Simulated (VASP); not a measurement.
# InAs (rock salt) (Fm-3m) in VASP: single point with LDA

Aim: the single point of InAs (rock salt) with LDA.

Program: VASP 6.6.1. These are calculated values, not measurements. Logs are shortened: lines on timing, memory, paths and dates and some standing lists are left out, and cuts for length are marked.

### 1 The cell of the first run

The structure is cubic, space group Fm-3m (No. 225). Conventional cell: a = 5.743 Å, b = 5.743 Å, c = 5.743 Å, α = 90.00°, β = 90.00°, γ = 90.00°. Within 3.8 Å of In (site symmetry m-3m) lie 6 As at 2.87 Å. As (site symmetry m-3m) has 6 In at 2.87 Å within 3.8 Å.

### 2 Single point, LDA (volume scaled by 1.05)

INCAR reads:

```
PREC     = Accurate       # precision mode
ENCUT    = 520            # plane-wave cutoff, eV
EDIFF    = 1E-7           # SCF threshold, eV
ISMEAR   = 0              # smearing method
SIGMA    = 0.1            # smearing width, eV
LREAL    = False          # projectors in reciprocal space
LASPH    = True           # aspherical terms in the spheres
NELM     = 100            # most SCF steps
ALGO     = Normal         # electronic algorithm
ISIF     = 2              # what is computed and relaxed
LWAVE    = False          # write WAVECAR
LCHARG   = False          # write CHGCAR
GGA      = CA             # functional
NBANDS   = 16             # bands
```

KPOINTS reads:

```
regular mesh
0
Gamma
  20 20 20
```

POSCAR reads:

```
InAs
1.0
    0.0000000000      2.8713197080      2.8713197080
    2.8713197080      0.0000000000      2.8713197080
    2.8713197080      2.8713197080      0.0000000000
In As
1 1
Direct
    0.0000000000      0.0000000000      0.0000000000
    0.5000000000      0.5000000000      0.5000000000
```

Potentials or basis: VASP PAW LDA potentials, release 64 (In_d, As).

The run is started by

```bash
cat potpaw_LDA.64/In_d/POTCAR potpaw_LDA.64/As/POTCAR > POTCAR
mpirun -np 1 vasp_std > vasp.out
```

OUTCAR:

```text
PREC = Accurate
   ENCUT = 520
   EDIFF = 1E-7
   ISMEAR = 0
   LREAL = False
   LASPH = True
   NELM = 100
   ISIF = 2
   GGA = CA

 ion  position               nearest neighbor table
   1  0.000  0.000  0.000-   2 2.87   2 2.87   2 2.87   2 2.87   2 2.87   2 2.87
   2  0.500  0.500  0.500-   1 2.87   1 2.87   1 2.87   1 2.87   1 2.87   1 2.87

  LATTYP: Found a face centered cubic cell.
 ALAT       =     5.7426394160

  Lattice vectors:

 A1 = (   0.0000000000,   2.8713197080,   2.8713197080)
 A2 = (   2.8713197080,   0.0000000000,   2.8713197080)
 A3 = (   2.8713197080,   2.8713197080,   0.0000000000)

Analysis of symmetry for initial positions (statically):
=====================================================================
 Subroutine PRICEL returns:
 Original cell was already a primitive cell.

 Routine SETGRP: Setting up the symmetry group for a
 face centered cubic supercell.

 Subroutine GETGRP returns: Found 48 space group operations
 (whereof 48 operations were pure point group operations)
 out of a pool of 48 trial point group operations.

The static configuration has the point symmetry O_h .

Analysis of symmetry for dynamics (positions and initial velocities):
=====================================================================
 Subroutine PRICEL returns:
 Original cell was already a primitive cell.

 Routine SETGRP: Setting up the symmetry group for a
 face centered cubic supercell.

 Subroutine GETGRP returns: Found 48 space group operations
 (whereof 48 operations were pure point group operations)
 out of a pool of 48 trial point group operations.

The dynamic configuration has the point symmetry O_h .

 Subroutine INISYM returns: Found 48 space group operations
 (whereof 48 operations are pure point group operations),
 and found     1 'primitive' translations

----------------------------------------------------------------------------------------

                                     Primitive cell

  volume of cell :      47.3451

  direct lattice vectors                    reciprocal lattice vectors
     0.000000000  2.871319708  2.871319708    -0.174135955  0.174135955  0.174135955
     2.871319708  0.000000000  2.871319708     0.174135955 -0.174135955  0.174135955
     2.871319708  2.871319708  0.000000000     0.174135955  0.174135955 -0.174135955

  length of vectors
     4.060659273  4.060659273  4.060659273     0.301612322  0.301612322  0.301612322

  position of ions in fractional coordinates (direct lattice)
     0.000000000  0.000000000  0.000000000
     0.500000000  0.500000000  0.500000000
[... 78 lines left out ...]
   LREAL  =      F    real-space projection
   EDIFFG = 0.1E-05   stopping-criterion for IOM
   NSW    =      0    number of steps for IOM
   IBRION =     -1    ionic relax: 0-MD 1-quasi-New 2-CG
   NFREE  =      0    steps in history (QN), initial steepest desc. (CG)
   ISIF   =      2    stress and relaxation
   ISYM   =      2    0-nonsym 1-usesym 2-fastsym
   POTIM  = 0.5000    time-step for ionic-motion
   TEBEG  =    0.0;   TEEND  =   0.0 temperature during run
   PSTRESS=    0.0 pullay stress
   NELECT =      18.0000    total number of electrons
   NUPDOWN=      -1.0000    fix difference up-down
   EMIN   =  10.00;   EMAX   =-10.00  energy-range for DOS
   EFERMI =   0.00;   METHOD = LEGACY
   ISMEAR =     0;   SIGMA  =   0.10  broadening in eV -4-tet -1-fermi 0-gaus
   EFERMI_NEDOS =   21; number of points for ismear=-14 and -15
   IALGO  =     38    algorithm
   IMIX   =      4    mixing-type and parameters
     AMIX     =   0.40;   BMIX     =  1.00
     AMIX_MAG =   1.60;   BMIX_MAG =  1.00
  volume/ion in A,a.u.               =      23.67       159.75
  Fermi-wavevector in a.u.,A,eV,Ry     =   1.185971  2.241160 19.136969  1.406528
  Thomas-Fermi vector in A             =   2.322154
   LORBIT       =      0    0 simple, 1 ext, 2 COOP (PROOUT), +10 PAW based schemes
   GGA     = CA    functional components
   LHFCALC =     F    Hartree Fock is set to
   AEXX    =    0.0000 exact exchange contribution
   IVDW    =     0    specifies the selected vdW correction
   LEPSILON=     F    determine dielectric tensor
   LRPA    =     F    only Hartree local field effects (RPA)
 non-spin polarized calculation
 Gauss-broadening in eV      SIGMA  =   0.10
  energy-cutoff  :      520.00
  volume of cell :       47.35
 maximum number of plane-waves:      1298
   NGX = 15   NGY = 15   NGZ = 15

 number of electron      17.9999999 magnetization

 Free energy of the ion-electron system (eV)
  ---------------------------------------------------
  ext. energy  EPLUGINS =         0.00000000
  ---------------------------------------------------
  free energy    TOTEN  =        -8.71434801 eV

  energy without entropy =       -8.70823612  energy(sigma->0) =       -8.71129207

 E-fermi :   5.8067     XC(G=0): -10.3648

 val. band max:        5.8056509974   @ k =   0.4500   0.0500   0.0000
 cond. band min:       5.8134140334   @ k =   0.3000   0.0500   0.0000
 fundamental gap:      0.0077630359
 Fermi energy:         5.8067336165

 k-point     1 :       0.0000    0.0000    0.0000
  band No.  band energies     occupation
      1      -8.4178      2.00000
      2      -8.4178      2.00000
      3      -8.3936      2.00000
      4      -8.3936      2.00000
      5      -8.3936      2.00000
      6      -6.3366      2.00000
[... 433 lines left out ...]
      3      -8.3977      2.00000
      4      -8.3489      2.00000
      5      -8.3456      2.00000
      6      -5.0496      2.00000
[... 8 lines left out ...]
     15      15.6849      0.00000
     16      16.7927      0.00000

 [... further k-points ...]

------------------------ aborting loop because EDIFF is reached ----------------------------------------

  FORCE on cell =-STRESS in cart. coord.  units (eV):
  Direction    XX          YY          ZZ          XY          YZ          ZX
  --------------------------------------------------------------------------------------
  -------------------------------------------------------------------------------------
  Total       -1.3795684     -1.3795684     -1.3795684      0.0000000      0.0000000     -0.0000000
  in kB      -46.6851939    -46.6851939    -46.6851939      0.0000000      0.0000000     -0.0000000
  external PRESSURE =     -46.6851939 kB  Pullay stress =       0.0000000 kB

 VOLUME and BASIS-vectors are now :
 -----------------------------------------------------------------------------
  energy-cutoff  :      520.00
  volume of cell :       47.35
      direct lattice vectors                 reciprocal lattice vectors
     0.000000000  2.871319708  2.871319708    -0.174135955  0.174135955  0.174135955
     2.871319708  0.000000000  2.871319708     0.174135955 -0.174135955  0.174135955
     2.871319708  2.871319708  0.000000000     0.174135955  0.174135955 -0.174135955

 POSITION                                       TOTAL-FORCE (eV/Angst)
 -----------------------------------------------------------------------------------
      0.00000      0.00000      0.00000        -0.000000      0.000000      0.000000
      2.87132      2.87132      2.87132         0.000000     -0.000000     -0.000000
 -----------------------------------------------------------------------------------
    total drift:                               -0.000000      0.000000      0.000000

  FREE ENERGIE OF THE ION-ELECTRON SYSTEM (eV)
  ---------------------------------------------------
  free  energy   TOTEN  =        -8.7143480117 eV

  energy  without entropy=       -8.7082361242  energy(sigma->0) =       -8.71129207
```

OSZICAR:

```text
N       E                     dE             d eps       ncg     rms          rms(c)
DAV:   1     0.108895845645E+03    0.10890E+03   -0.83683E+03  8272   0.128E+03
DAV:   2    -0.199436240934E+01   -0.11089E+03   -0.10642E+03  9128   0.301E+02
DAV:   3    -0.873307374212E+01   -0.67387E+01   -0.66668E+01 10528   0.714E+01
DAV:   4    -0.889102538618E+01   -0.15795E+00   -0.15788E+00 10152   0.114E+01
DAV:   5    -0.889731406438E+01   -0.62887E-02   -0.62886E-02 11816   0.201E+00    0.370E+00
DAV:   6    -0.872776191663E+01    0.16955E+00   -0.28677E-01 11984   0.910E+00    0.199E+00
DAV:   7    -0.871655652869E+01    0.11205E-01   -0.38918E-02 11584   0.181E+00    0.676E-01
DAV:   8    -0.871442747373E+01    0.21291E-02   -0.28627E-03 10480   0.665E-01    0.100E-01
DAV:   9    -0.871434724395E+01    0.80230E-04   -0.19923E-04 11552   0.163E-01    0.727E-02
DAV:  10    -0.871434806274E+01   -0.81879E-06   -0.13664E-05 10872   0.296E-02    0.356E-02
DAV:  11    -0.871434808242E+01   -0.19681E-07   -0.12678E-06 11464   0.159E-02    0.361E-03
DAV:  12    -0.871434801172E+01    0.70700E-07   -0.41314E-07  8696   0.103E-02
   1 F= -.87143480E+01 E0= -.87112921E+01  d E =-.611189E-02
```

stdout:

```text
POSCAR found type information on POSCAR InAs
 POSCAR found :  2 types and       2 ions
 scaLAPACK will be used
 LDA part: xc-table for (Slater(with rela. corr.)+CA(PZ))
 , standard interpolation
 POSCAR, INCAR and KPOINTS ok, starting setup
 FFT: planning ... GRIDC
 FFT: planning ... GRID_SOFT
 FFT: planning ... GRID
 WAVECAR not read
 entering main loop
```

Run time: 4.9 min. Hardware: 1 thread of Intel Xeon 8259CL, shared host; peak memory 0.31 GiB.

Results:

| Item | Value |
| --- | --- |
| Free energy | -8.7143 eV |
| Pressure | -4.7 GPa |
| Band gap on the k mesh | zero (band 9 reaches 6.22 eV, above the bottom of band 10 at 3.58 eV) |

Levels at points of the mesh, in eV from the Fermi level:
| k point | band 7 | band 8 | band 9 | band 10 | band 11 | band 12 |
| --- | --- | --- | --- | --- | --- | --- |
| (0.00, 0.00, 0.00) | -0.76 | -0.19 | -0.19 | -0.19 | 7.25 | 7.25 |
| (0.50, 0.00, 0.00) | -6.56 | 0.22 | 0.22 | 2.08 | 3.24 | 3.24 |
| (0.50, 0.50, 0.00) | -4.71 | -3.03 | -2.23 | -2.23 | 3.92 | 9.12 |

Caveat: spin-orbit coupling is left out, which moves the levels of the heavy elements.
